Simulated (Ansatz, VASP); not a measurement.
## MgCd3S4: VASP beside Ansatz

```
CELL_PARAMETERS angstrom
3.84419 0.00000 0.00000
0.00000 3.84419 0.00000
0.00000 0.00000 10.89387
ATOMIC_POSITIONS crystal
Mg 0.00000 0.00000 0.50000
Cd 0.00000 0.00000 0.00000
Cd 0.50000 0.50000 0.25263
Cd 0.50000 0.50000 0.74737
S 0.00000 0.00000 0.25618
S 0.50000 0.50000 0.50000
S 0.00000 0.00000 0.74382
S 0.50000 0.50000 0.00000
```

Alike in both runs: functional PBE; k mesh 10 × 10 × 4; occupations gaussian, width 0.01 eV; no spin polarisation.

Ansatz relaxed the structure, and its values are those at the end. VASP's run is a single point on that final structure, the one shown.

|  | VASP | Ansatz |
| --- | --- | --- |
| version | VASP 6.6.1 | Ansatz 0.2.0 |
| potentials or method | VASP PAW PBE potentials, release 64 (Mg, Cd, S), cutoff 520 eV | scalar-relativistic, plane waves, PAW |
| valence electrons in the cell | 62 | 94 |

```csv
,VASP,Ansatz,Ansatz less VASP
gap on the k mesh at the Fermi level (eV),0.25,0.25,+0.007
least direct gap on the mesh (eV),1.14,1.17,+0.022
pressure (GPa),0.3,0.0,-0.26
rms of the force components (eV/Å),0.009,0.002,-0.0071
```

VASP's potentials hold 62 valence electrons a cell and Ansatz's 94, so a difference there can come from the potentials and not from the codes.
